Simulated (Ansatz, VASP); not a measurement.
Pb: VASP beside Ansatz

```
Pb
1.0
     0.00000    2.46980    2.46980
     2.54389    0.00000    2.46980
     2.54389    2.46980    0.00000
Pb
1
Direct
  0.00000 0.00000 0.00000
```

Change from the starting cell: strain +0.0300 x Voigt [1, 0, 0, 0, 0, 0], atoms carried along.

Alike in both runs: task single point; functional PBEsol; k mesh 16 × 16 × 16; occupations gaussian, width 0.15 eV; no spin polarisation.

```csv
,VASP,Ansatz
version,VASP 6.6.1,Ansatz 0.2.0
potentials or method,"VASP PAW PBE potentials, release 64 (Pb_d), cutoff 520 eV","scalar-relativistic, plane waves, PAW"
valence electrons in the cell,14,14
```

VASP gave:

* gap on the k mesh at the Fermi level (eV): none
* pressure (GPa): -1.6
* traceless stress, the component that is largest in VASP (GPa): -0.29

**Question.** Which values does Ansatz return?

**Answer.** gap on the k mesh at the Fermi level (eV): none; pressure (GPa): -1.5; traceless stress, the component that is largest in VASP (GPa): -0.30.

VASP's potentials were made for PBE, not for PBEsol. A gap of «none» marks a metal or a gap that the smearing closes.

Spin-orbit coupling is off throughout.
